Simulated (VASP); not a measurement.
Wanted: the native input for a VASP 6.6.1 run.

```yaml
Task: single point
Functional: PBE
Potentials_or_basis: VASP PAW PBE potentials, release 64 (K_sv, Ag)
Cutoff: 520 eV
k_mesh: 14 × 14 × 14
Occupations: gaussian, width 0.1 eV
Spin: no spin polarisation
Dipole_correction: no
Further_INCAR_settings: ALGO = Fast; EDIFF = 1e-06; NBANDS = 17
```

The structure of KAg lies in POSCAR:

```
KAg
1.0
    4.1310171693      0.0000000000      0.0000000000
    0.0000000000      4.1310171693      0.0000000000
    0.0000000000      0.0000000000      4.1201218981
K Ag
1 1
Direct
    0.5000000000      0.5000000000      0.5000000000
    0.0000000000      0.0000000000      0.0000000000
```

One way to write it, as run:

INCAR

```
PREC     = Accurate       # precision mode
ENCUT    = 520            # plane-wave cutoff, eV
EDIFF    = 1E-6           # SCF threshold, eV
ISMEAR   = 0              # smearing method
SIGMA    = 0.1            # smearing width, eV
LREAL    = F              # projectors in reciprocal space
LASPH    = T              # aspherical terms in the spheres
NELM     = 100            # most SCF steps
ALGO     = Fast           # electronic algorithm
ISIF     = 2              # what is computed and relaxed
LWAVE    = F              # write WAVECAR
LCHARG   = T              # write CHGCAR
GGA      = PE             # functional
LELF     = T              # ELF
LVHAR    = T            
NBANDS   = 17             # bands
```

KPOINTS

```
Automatic mesh
0
Gamma
  14 14 14
```

Potentials or basis: VASP PAW PBE potentials, release 64 (K_sv, Ag).

Command:

```console
$ cat potpaw_PBE.64/K_sv/POTCAR potpaw_PBE.64/Ag/POTCAR > POTCAR
$ mpirun -np 1 vasp_std > vasp.out
```

Results of the run:

```json
{
 "Pressure": "0.0 GPa",
 "Band gap on the k mesh": "zero (bands 10 and 11 overlap by 1.76 eV)"
}
```

It took 6.4 min on 1 thread of Intel Xeon 8259CL (shared host), peak memory 0.46 GiB.
